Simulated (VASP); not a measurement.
# Cu (Fm-3m) in VASP: single point with PBEsol

Aim: the single point of Cu with PBEsol.

Program: VASP 6.6.1. These are calculated values, not measurements. Logs are shortened: lines on timing, memory, paths and dates and some standing lists are left out, and cuts for length are marked.

**1. The cell of the first run**

The structure is cubic, space group Fm-3m (No. 225). The conventional cell has a = 3.938 Å, b = 3.938 Å, c = 3.938 Å, α = 90.00°, β = 90.00°, γ = 90.00°. Within 3.7 Å of Cu (site symmetry m-3m) lie 12 Cu at 2.78 Å.

**2. Single point, PBEsol (Ag replaced by Cu, lengths x 0.946, strained)**

Contents of INCAR:

```
SYSTEM = Cu
ALGO = Normal
EDIFF = 1E-6
ENCUT = 520
GGA = PS
ISIF = 2
ISMEAR = 0
LASPH = .True.
LCHARG = .False.
LREAL = .False.
LWAVE = .False.
NBANDS = 12
NELM = 80
PREC = Accurate
SIGMA = 0.1
```

Contents of KPOINTS:

```
k-points
0
Gamma
  18 18 18
  0 0 0
```

Contents of POSCAR:

```
Cu
1.0
    0.0000000000      1.9691140792      1.9691140792
    1.9691140792      0.0000000000      1.9691140792
    1.9691140792      1.9691140792      0.0000000000
Cu
1
Direct
    0.0000000000      0.0000000000      0.0000000000
```

Potentials or basis: VASP PAW PBE potentials, release 64 (Cu).

Run with:

```sh
cat potpaw_PBE.64/Cu/POTCAR > POTCAR
mpirun -np 1 vasp_std > vasp.out
```

OUTCAR:

```text
SYSTEM = Cu
   EDIFF = 1E-6
   ENCUT = 520
   GGA = PS
   ISIF = 2
   ISMEAR = 0
   LASPH = .True.
   LREAL = .False.
   NELM = 80
   PREC = Accurate

 ion  position               nearest neighbor table
   1  0.000  0.000  0.000-

  LATTYP: Found a face centered cubic cell.
 ALAT       =     3.9382281584

  Lattice vectors:

 A1 = (   0.0000000000,   1.9691140792,   1.9691140792)
 A2 = (   1.9691140792,   0.0000000000,   1.9691140792)
 A3 = (   1.9691140792,   1.9691140792,   0.0000000000)

Analysis of symmetry for initial positions (statically):
=====================================================================
 Subroutine PRICEL returns:
 Original cell was already a primitive cell.

 Routine SETGRP: Setting up the symmetry group for a
 face centered cubic supercell.

 Subroutine GETGRP returns: Found 48 space group operations
 (whereof 48 operations were pure point group operations)
 out of a pool of 48 trial point group operations.

The static configuration has the point symmetry O_h .

Analysis of symmetry for dynamics (positions and initial velocities):
=====================================================================
 Subroutine PRICEL returns:
 Original cell was already a primitive cell.

 Routine SETGRP: Setting up the symmetry group for a
 face centered cubic supercell.

 Subroutine GETGRP returns: Found 48 space group operations
 (whereof 48 operations were pure point group operations)
 out of a pool of 48 trial point group operations.

The dynamic configuration has the point symmetry O_h .

 Subroutine INISYM returns: Found 48 space group operations
 (whereof 48 operations are pure point group operations),
 and found     1 'primitive' translations

----------------------------------------------------------------------------------------

                                     Primitive cell

  volume of cell :      15.2701

  direct lattice vectors                    reciprocal lattice vectors
     0.000000000  1.969114079  1.969114079    -0.253921297  0.253921297  0.253921297
     1.969114079  0.000000000  1.969114079     0.253921297 -0.253921297  0.253921297
     1.969114079  1.969114079  0.000000000     0.253921297  0.253921297 -0.253921297

  length of vectors
     2.784747837  2.784747837  2.784747837     0.439804587  0.439804587  0.439804587

  position of ions in fractional coordinates (direct lattice)
     0.000000000  0.000000000  0.000000000

[... 75 lines left out ...]
   EDIFF  = 0.1E-05   stopping-criterion for ELM
   LREAL  =      F    real-space projection
   EDIFFG = 0.1E-04   stopping-criterion for IOM
   NSW    =      0    number of steps for IOM
   IBRION =     -1    ionic relax: 0-MD 1-quasi-New 2-CG
   NFREE  =      0    steps in history (QN), initial steepest desc. (CG)
   ISIF   =      2    stress and relaxation
   ISYM   =      2    0-nonsym 1-usesym 2-fastsym
   POTIM  = 0.5000    time-step for ionic-motion
   TEBEG  =    0.0;   TEEND  =   0.0 temperature during run
   PSTRESS=    0.0 pullay stress
   NELECT =      11.0000    total number of electrons
   NUPDOWN=      -1.0000    fix difference up-down
   EMIN   =  10.00;   EMAX   =-10.00  energy-range for DOS
   EFERMI =   0.00;   METHOD = LEGACY
   ISMEAR =     0;   SIGMA  =   0.10  broadening in eV -4-tet -1-fermi 0-gaus
   EFERMI_NEDOS =   21; number of points for ismear=-14 and -15
   IALGO  =     38    algorithm
   IMIX   =      4    mixing-type and parameters
     AMIX     =   0.40;   BMIX     =  1.00
     AMIX_MAG =   1.60;   BMIX_MAG =  1.00
  volume/ion in A,a.u.               =      15.27       103.05
  Fermi-wavevector in a.u.,A,eV,Ry     =   1.467545  2.773258 29.302721  2.153689
  Thomas-Fermi vector in A             =   2.583150
   LORBIT       =      0    0 simple, 1 ext, 2 COOP (PROOUT), +10 PAW based schemes
   GGA     = PS    functional components
   LHFCALC =     F    Hartree Fock is set to
   AEXX    =    0.0000 exact exchange contribution
   IVDW    =     0    specifies the selected vdW correction
   LEPSILON=     F    determine dielectric tensor
   LRPA    =     F    only Hartree local field effects (RPA)
 non-spin polarized calculation
 Gauss-broadening in eV      SIGMA  =   0.10
  energy-cutoff  :      520.00
  volume of cell :       15.27
 maximum number of plane-waves:       424
 NGX is ok and might be reduce to    24
   NGX = 11   NGY = 11   NGZ = 11

 number of electron      10.9999997 magnetization

 Free energy of the ion-electron system (eV)
  ---------------------------------------------------
  ext. energy  EPLUGINS =         0.00000000
  ---------------------------------------------------
  free energy    TOTEN  =        -3.93221522 eV

  energy without entropy =       -3.93084966  energy(sigma->0) =       -3.93153244

 E-fermi :   4.5774     XC(G=0): -11.4788

 val. band max:        4.5493136213   @ k =   0.5000   0.1667   0.0556
 cond. band min:       4.6597995648   @ k =   0.5000   0.3333   0.1111
 fundamental gap:      0.1104859434
 Fermi energy:         4.5774452827

 k-point     1 :       0.0000    0.0000    0.0000
  band No.  band energies     occupation
      1      -2.9742      2.00000
      2       2.2759      2.00000
      3       2.2759      2.00000
      4       2.2759      2.00000
      5       2.8334      2.00000
      6       2.8334      2.00000
      7      25.1261      0.00000
      8      25.8936      0.00000
      9      25.8936      0.00000
     10      25.8936      0.00000
     11      28.3994      0.00000
     12      28.3994      0.00000
[... 331 lines left out ...]
 k-point    24 :      -0.2222    0.0556    0.0000
  band No.  band energies     occupation
      1      -1.2232      2.00000
      2       2.0957      2.00000
      3       2.3874      2.00000
      4       2.4113      2.00000
      5       2.8052      2.00000
      6       2.9679      2.00000
      7      15.5338      0.00000
      8      21.5806      0.00000
      9      25.2196      0.00000
     10      25.4546      0.00000
     11      28.1241      0.00000
     12      28.6812      0.00000

 [... further k-points ...]
[... 5 lines left out ...]
  --------------------------------------------------------------------------------------
  -------------------------------------------------------------------------------------
  Total       -2.2044642     -2.2044642     -2.2044642      0.0000000      0.0000000     -0.0000000
  in kB     -231.2975316   -231.2975316   -231.2975316      0.0000000      0.0000000     -0.0000000
  external PRESSURE =    -231.2975316 kB  Pullay stress =       0.0000000 kB

 VOLUME and BASIS-vectors are now :
 -----------------------------------------------------------------------------
  energy-cutoff  :      520.00
  volume of cell :       15.27
      direct lattice vectors                 reciprocal lattice vectors
     0.000000000  1.969114079  1.969114079    -0.253921297  0.253921297  0.253921297
     1.969114079  0.000000000  1.969114079     0.253921297 -0.253921297  0.253921297
     1.969114079  1.969114079  0.000000000     0.253921297  0.253921297 -0.253921297

 POSITION                                       TOTAL-FORCE (eV/Angst)
 -----------------------------------------------------------------------------------
      0.00000      0.00000      0.00000         0.000000      0.000000     -0.000000
 -----------------------------------------------------------------------------------
    total drift:                               -0.000000      0.000000     -0.000000

  FREE ENERGIE OF THE ION-ELECTRON SYSTEM (eV)
  ---------------------------------------------------
  free  energy   TOTEN  =        -3.9322152186 eV

  energy  without entropy=       -3.9308496585  energy(sigma->0) =       -3.93153244
```

OSZICAR:

```text
N       E                     dE             d eps       ncg     rms          rms(c)
DAV:   1     0.420625956764E+02    0.42063E+02   -0.53925E+03  5136   0.142E+03
DAV:   2    -0.346403376189E+01   -0.45527E+02   -0.42242E+02  4764   0.192E+02
DAV:   3    -0.482716195825E+01   -0.13631E+01   -0.13459E+01  5592   0.389E+01
DAV:   4    -0.483721981353E+01   -0.10058E-01   -0.10056E-01  5332   0.297E+00
DAV:   5    -0.483732845488E+01   -0.10864E-03   -0.10864E-03  5660   0.321E-01    0.779E+00
DAV:   6    -0.460544487251E+01    0.23188E+00   -0.20286E+01  5536   0.795E+01    0.557E+00
DAV:   7    -0.393939001743E+01    0.66605E+00   -0.34986E+00  5540   0.345E+01    0.343E-01
DAV:   8    -0.393759409138E+01    0.17959E-02   -0.53427E-02  5820   0.435E+00    0.557E-01
DAV:   9    -0.393226638505E+01    0.53277E-02   -0.40233E-02  5668   0.327E+00    0.673E-02
DAV:  10    -0.393221386738E+01    0.52518E-04   -0.39916E-04  7132   0.333E-01    0.987E-03
DAV:  11    -0.393221585802E+01   -0.19906E-05   -0.13481E-06  4996   0.137E-02    0.516E-03
DAV:  12    -0.393221521864E+01    0.63939E-06   -0.19767E-06  3156   0.231E-02
   1 F= -.39322152E+01 E0= -.39315324E+01  d E =-.136556E-02
```

Run time: 41 s. Hardware: 1 thread of Intel Xeon 6975P-C, shared host; peak memory 0.16 GiB.

What came out:

```yaml
Free_energy: -3.9322 eV
Pressure: -23.1 GPa
```

Levels at points of the mesh, in eV from the Fermi level:
```tsv
k point	band 3	band 4	band 5	band 6	band 7	band 8	band 9	band 10
(0.00, 0.00, 0.00)	-2.30	-2.30	-1.74	-1.74	20.55	21.32	21.32	21.32
(0.50, 0.00, 0.00)	-2.32	-1.36	-1.36	-0.30	2.67	18.38	18.38	19.17
(0.50, 0.50, 0.00)	-1.37	-1.27	-1.27	1.70	5.51	11.24	11.24	15.20
```

Caveat: the cell differs from its parent crystal (Ag replaced by Cu, lengths x 0.946, strained); the PAW data sets were made with another functional, which shifts forces and pressure a little.
